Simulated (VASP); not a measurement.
HfN:

```xyz
2
Lattice="3.0990 0.0000 0.0000 -1.5495 2.6838 0.0000 0.0000 0.0000 2.9130" Properties=species:S:1:pos:R:3 pbc="T T T"
Hf    0.0000    0.0000    0.0000
N     1.5495    0.8946    1.4565
```

Base run:

```yaml
Program: VASP 6.6.1
Functional: PBE
Potentials_or_basis: VASP PAW PBE potentials, release 64 (Hf_pv, N)
Cutoff: 600 eV
k_mesh: 14 × 14 × 12
Occupations: gaussian, width 0.05 eV
Spin: no spin polarisation
```

Its results: pressure -2.1 GPa.

**Question.** The run is repeated on the same cell with these changes: functional from PBE to PBEsol. What comes out?

**Answer.** Pressure -9.7 GPa.

PBEsol binds more tightly than PBE, so the same cell stands under less pressure.

Caveats: the PAW data sets were made with another functional, which shifts forces and pressure a little (some runs).
